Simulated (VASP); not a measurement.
**SiO2: single point with r2SCAN**

The system is SiO2.

```xyz
6
Lattice="-2.4744 2.4744 3.6589 2.4744 -2.4744 3.6589 2.4744 2.4744 -3.6589" Properties=species:S:1:pos:R:3 pbc="T T T"
Si    0.0000    0.0000    0.0000
Si    0.0000    2.4744    1.8295
O     0.4823    1.2372    0.9147
O     1.2372    2.9567    2.7442
O    -1.2372    1.9921    2.7442
O    -0.4823    3.7116    0.9147
```

```json
{
  "Program": "VASP 6.6.1",
  "Task": "single point",
  "Functional": "r2SCAN",
  "Potentials or basis": "VASP PAW PBE potentials, release 64 (Si, O)",
  "Cutoff": "520 eV",
  "k mesh": "6 × 6 × 6",
  "Occupations": "gaussian, width 0.02 eV",
  "Spin": "no spin polarisation"
}
```

- Pressure: 0.2 GPa
- Largest force: 0.005 eV/Å
- Band gap on the k mesh: 6.55 eV, direct

Forces on the atoms (eV/Å):
```
Si   0.000  0.000  0.000
Si   0.000  0.000  0.000
O    0.005  0.000  0.000
O    0.000  0.005  0.000
O    0.000 -0.005  0.000
O   -0.005  0.000  0.000
```

Levels at points of the mesh, in eV from the valence-band top:
```csv
k point,band 13,band 14,band 15,band 16,band 17,band 18,band 19,band 20
"(0.00, 0.00, 0.00)",-1.58,-0.70,0.00,0.00,6.55,9.70,11.69,11.71
"(0.50, 0.00, 0.00)",-1.51,-0.80,-0.50,-0.14,9.06,9.58,10.50,11.18
"(0.50, 0.50, 0.00)",-1.00,-1.00,-0.34,-0.34,9.86,9.86,11.22,11.22
"(0.50, 0.50, 0.50)",-1.50,-1.50,-0.32,-0.32,9.62,9.62,11.12,11.12
```

Wall time 3 min on 1 thread of Intel(R) Xeon(R) Platinum 8559C (Emerald Rapids), with other jobs on the host, peak memory 0.26 GiB.

Caveat: the PAW data sets were made with another functional, which shifts forces and pressure a little. A k mesh can miss the band edges.
